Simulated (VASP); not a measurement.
# MgO (rock salt) (Fm-3m) in VASP: vibrations by perturbation theory with PBE

Aim: the vibrations by perturbation theory of MgO (rock salt) with PBE.

All numbers are computed with VASP 6.6.1; they aren't measurements. Logs are shortened: lines on timing, memory, paths and dates and some standing lists are left out, and cuts for length are marked.

**1. The cell of the first run**

Symmetry: Fm-3m, No. 225, cubic system. Conventional cell: a = 3.325 Å, b = 3.325 Å, c = 3.325 Å, α = 90.00°, β = 90.00°, γ = 90.00°. Within 2.2 Å of Mg (site symmetry m-3m) lie 6 O at 1.66 Å. O (site symmetry m-3m) has 6 Mg at 1.66 Å within 2.2 Å.

**2. Vibrations by perturbation theory, PBE**

File INCAR:

```
SYSTEM = MgO
ALGO = Normal
EDIFF = 1E-8
ENCUT = 600
GGA = PE
GGA_COMPAT = .FALSE.
IBRION = 8
ISIF = 2
ISMEAR = 0
LASPH = .TRUE.
LCHARG = .FALSE.
LEPSILON = .TRUE.
LREAL = .FALSE.
LWAVE = .FALSE.
NBANDS = 11
NELM = 120
NSW = 1
PREC = Accurate
SIGMA = 0.01
```

File KPOINTS:

```
k-points
0
G
  8 8 8
  0 0 0
```

File POSCAR:

```
MgO
1.0
    0.0000000000      1.6625743373      1.6625743373
    1.6625743373      0.0000000000      1.6625743373
    1.6625743373      1.6625743373      0.0000000000
Mg O
1 1
Direct
    0.0000000000      0.0000000000      0.0000000000
    0.5000000000      0.5000000000      0.5000000000
```

Potentials or basis: VASP PAW PBE potentials, release 64 (Mg, O).

The run is started by

```bash
cat potpaw_PBE.64/Mg/POTCAR potpaw_PBE.64/O/POTCAR > POTCAR
mpirun -np 1 vasp_std > vasp.out
```

OUTCAR:

```text
SYSTEM = MgO
   EDIFF = 1E-8
   ENCUT = 600
   GGA = PE
   IBRION = 8
   ISIF = 2
   ISMEAR = 0
   LASPH = .TRUE.
   LEPSILON = .TRUE.
   LREAL = .FALSE.
   NELM = 120
   NSW = 1
   PREC = Accurate

 ion  position               nearest neighbor table
   1  0.000  0.000  0.000-   2 1.66   2 1.66   2 1.66   2 1.66   2 1.66   2 1.66
   2  0.500  0.500  0.500-   1 1.66   1 1.66   1 1.66   1 1.66   1 1.66   1 1.66

  LATTYP: Found a face centered cubic cell.
 ALAT       =     3.3251486746

  Lattice vectors:

 A1 = (   0.0000000000,   1.6625743373,   1.6625743373)
 A2 = (   1.6625743373,   0.0000000000,   1.6625743373)
 A3 = (   1.6625743373,   1.6625743373,   0.0000000000)

Analysis of symmetry for initial positions (statically):
=====================================================================
 Subroutine PRICEL returns:
 Original cell was already a primitive cell.

 Routine SETGRP: Setting up the symmetry group for a
 face centered cubic supercell.

 Subroutine GETGRP returns: Found 48 space group operations
 (whereof 48 operations were pure point group operations)
 out of a pool of 48 trial point group operations.

The static configuration has the point symmetry O_h .

Analysis of symmetry for dynamics (positions and initial velocities):
=====================================================================
 Subroutine PRICEL returns:
 Original cell was already a primitive cell.

 Routine SETGRP: Setting up the symmetry group for a
 face centered cubic supercell.

 Subroutine GETGRP returns: Found 48 space group operations
 (whereof 48 operations were pure point group operations)
 out of a pool of 48 trial point group operations.

The dynamic configuration has the point symmetry O_h .

 Subroutine INISYM returns: Found 48 space group operations
 (whereof 48 operations are pure point group operations),
 and found     1 'primitive' translations

----------------------------------------------------------------------------------------

                                     Primitive cell

  volume of cell :       9.1912

  direct lattice vectors                    reciprocal lattice vectors
     0.000000000  1.662574337  1.662574337    -0.300738432  0.300738432  0.300738432
     1.662574337  0.000000000  1.662574337     0.300738432 -0.300738432  0.300738432
     1.662574337  1.662574337  0.000000000     0.300738432  0.300738432 -0.300738432

  length of vectors
     2.351235176  2.351235176  2.351235176     0.520894245  0.520894245  0.520894245

  position of ions in fractional coordinates (direct lattice)
     0.000000000  0.000000000  0.000000000
     0.500000000  0.500000000  0.500000000

  ion indices of the primitive-cell ions
   primitive index   ion index
                 1           1
                 2           2

----------------------------------------------------------------------------------------

 KPOINTS: k-points

Automatic generation of k-mesh.
 Grid dimensions read from file:
 generate k-points for:    8    8    8

 Generating k-lattice:
[... 484 lines left out ...]
 ------------------------------------------------------

 Free energy of the ion-electron system (eV)
  ---------------------------------------------------
  ---------------------------------------------------
  free energy    TOTEN  =        -0.05017399 eV

  energy without entropy =       -0.05017399

------------------------ aborting loop because EDIFF is reached ----------------------------------------

--------------------------------------- Ionic step        2  -------------------------------------------

------------------------ aborting loop because EDIFF is reached ----------------------------------------

--------------------------------------- Ionic step        3  -------------------------------------------

------------------------ aborting loop because EDIFF is reached ----------------------------------------

 PIEZOELECTRIC TENSOR FIELD DIRECTION 3  (e Angst)
 -----------------------------------------------------------------------------
    -0.00007  0.00000 -0.00000           ( -0.00001  0.00000 -0.00000)
     0.00000 -0.00007  0.00000           (  0.00000 -0.00001  0.00000)
    -0.00000 -0.00000 -0.00022           ( -0.00000  0.00000 -0.00001)

 PIEZOELECTRIC TENSOR FIELD DIRECTION 3  (C/m^2)
 -----------------------------------------------------------------------------
    -0.00012  0.00000 -0.00000
     0.00000 -0.00012  0.00000
    -0.00000 -0.00000 -0.00039

--------------------------------------- Ionic step        4  -------------------------------------------

------------------------ aborting loop because EDIFF is reached ----------------------------------------

[... ionic steps 5 to 6 ...]

--------------------------------------- Ionic step        7  -------------------------------------------

 Free energy of the ion-electron system (eV)
  ---------------------------------------------------
  ---------------------------------------------------
  free energy    TOTEN  =        -0.36104773 eV

  energy without entropy =       -0.36104773

------------------------ aborting loop because EDIFF is reached ----------------------------------------

 INTERNAL STRAIN TENSOR  FOR ION    2  DIRECTION 1   (eV/Angst):
 -----------------------------------------------------------------------------
    -0.00478  0.00000  0.00000
     0.00000  0.00465 -0.00000
    -0.00000 -0.00000  0.00465

 MACROSCOPIC STATIC DIELECTRIC TENSOR (including local field effects in DFT)
 ------------------------------------------------------
           2.839348     0.000000    -0.000000
           0.000000     2.839348    -0.000000
           0.000000     0.000000     2.839348
 ------------------------------------------------------

 PIEZOELECTRIC TENSOR (including local field effects)  for field in x, y, z        (e  Angst)
          XX          YY          ZZ          XY          YZ          ZX
  --------------------------------------------------------------------------------
  x     0.00000     0.00000     0.00000     0.00000     0.00000     0.00000
  y     0.00000     0.00000     0.00000     0.00000     0.00000     0.00000
  z     0.00000     0.00000     0.00000     0.00000     0.00000     0.00000

 PIEZOELECTRIC TENSOR (including local field effects)  for field in x, y, z        (C/m^2)
          XX          YY          ZZ          XY          YZ          ZX
  --------------------------------------------------------------------------------
  x     0.00000     0.00000     0.00000     0.00000     0.00000     0.00000
  y     0.00000     0.00000     0.00000     0.00000     0.00000     0.00000
  z     0.00000     0.00000     0.00000     0.00000     0.00000     0.00000

 BORN EFFECTIVE CHARGES (including local field effects) (in |e|, cummulative output)
 ---------------------------------------------------------------------------------
 ion    1
    1     1.76310     0.00000    -0.00000
    2    -0.00000     1.76310     0.00000
    3     0.00000    -0.00000     1.76310
 ion    2
    1    -1.76310     0.00000     0.00000
    2     0.00000    -1.76310     0.00000
    3     0.00000     0.00000    -1.76310

 INTERNAL STRAIN TENSOR FOR ION    2 for displacements in x,y,z  (eV/Angst):
          X           Y           Z          XY          YZ          ZX
  --------------------------------------------------------------------------------
  x     0.00000     0.00000     0.00000     0.00000     0.00000     0.00000
  y     0.00000     0.00000     0.00000     0.00000     0.00000     0.00000
  z     0.00000     0.00000     0.00000     0.00000     0.00000     0.00000

 SECOND DERIVATIVES (NOT SYMMETRIZED)
 ------------------------------------
               1X          1Y          1Z          2X          2Y          2Z
  1X   -56.866601    0.000000    0.000000   56.866601    0.000000    0.000000
  1Y     0.000000  -56.866601    0.000000    0.000000   56.866601    0.000000
  1Z     0.000000    0.000000  -56.866601    0.000000    0.000000   56.866601
  2X    56.855810    0.000000    0.000000  -56.855810    0.000000    0.000000
  2Y     0.000000   56.855810    0.000000    0.000000  -56.855810    0.000000
  2Z     0.000000    0.000000   56.855810    0.000000    0.000000  -56.855810

 Eigenvectors and eigenvalues of the dynamical matrix
 ----------------------------------------------------

   1 f  =   37.951258 THz   238.454784 2PiTHz 1265.917688 cm-1   156.953719 meV
             X         Y         Z           dx          dy          dz
      0.000000  0.000000  0.000000     0.000000    0.000000   -0.630094
      1.662574  1.662574  1.662574     0.000000    0.000000    0.776519
[... 21 lines left out ...]
   6 f/i=    0.001762 THz     0.011070 2PiTHz    0.058768 cm-1     0.007286 meV
             X         Y         Z           dx          dy          dz
      0.000000  0.000000  0.000000     0.000000    0.000000    0.776519
      1.662574  1.662574  1.662574     0.000000    0.000000    0.630094

--------------------------------------------------------------------------------------------------------

 MACROSCOPIC STATIC DIELECTRIC TENSOR IONIC CONTRIBUTION
 ------------------------------------------------------
           1.076297    -0.000000    -0.000000
          -0.000000     1.076297    -0.000000
          -0.000000    -0.000000     1.076297
 ------------------------------------------------------

 ELASTIC MODULI CONTR FROM IONIC RELAXATION (kBar)
 Direction    XX          YY          ZZ          XY          YZ          ZX
 --------------------------------------------------------------------------------
 XX           0.0000      0.0000      0.0000      0.0000      0.0000      0.0000
 YY           0.0000      0.0000      0.0000      0.0000      0.0000      0.0000
 ZZ           0.0000      0.0000      0.0000      0.0000      0.0000      0.0000
 XY           0.0000      0.0000      0.0000      0.0000      0.0000      0.0000
 YZ           0.0000      0.0000      0.0000      0.0000      0.0000      0.0000
 ZX           0.0000      0.0000      0.0000      0.0000      0.0000      0.0000
 --------------------------------------------------------------------------------

 PIEZOELECTRIC TENSOR IONIC CONTR  for field in x, y, z        (C/m^2)
          XX          YY          ZZ          XY          YZ          ZX
  --------------------------------------------------------------------------------
  x     0.00000     0.00000     0.00000     0.00000     0.00000     0.00000
  y     0.00000     0.00000     0.00000     0.00000     0.00000     0.00000
  z     0.00000     0.00000     0.00000     0.00000     0.00000     0.00000
```

Run time: 56 s. Hardware: 1 thread of Intel Xeon Platinum 8488C (Sapphire Rapids), shared host; peak memory 0.15 GiB.

What came out:

```yaml
Electronic_dielectric_tensor_diagonal: 2.84
Born_charges_mean_of_the_diagonal: Mg +1.76; O -1.76 e
Highest_phonon_frequency_at_Γ_LO-TO_splitting_left_out: 1266 cm⁻¹
```

Phonon frequencies in cm⁻¹ (negative: imaginary):
```tsv
q point	frequencies
(0.000, 0.000, 0.000)	0 0 0 1266 1266 1266
```

Electronic dielectric tensor:
```
2.84 0.00 0.00
0.00 2.84 0.00
0.00 0.00 2.84
```

Born effective charge tensors (e):
atom 1, Mg
```
1.76 0.00 0.00
0.00 1.76 0.00
0.00 0.00 1.76
```
atom 2, O
```
-1.76  0.00  0.00
 0.00 -1.76  0.00
 0.00  0.00 -1.76
```

Caveat: the k points lie up to 0.41 Å⁻¹ apart; the cell wasn't relaxed at this level first, which shifts response properties.
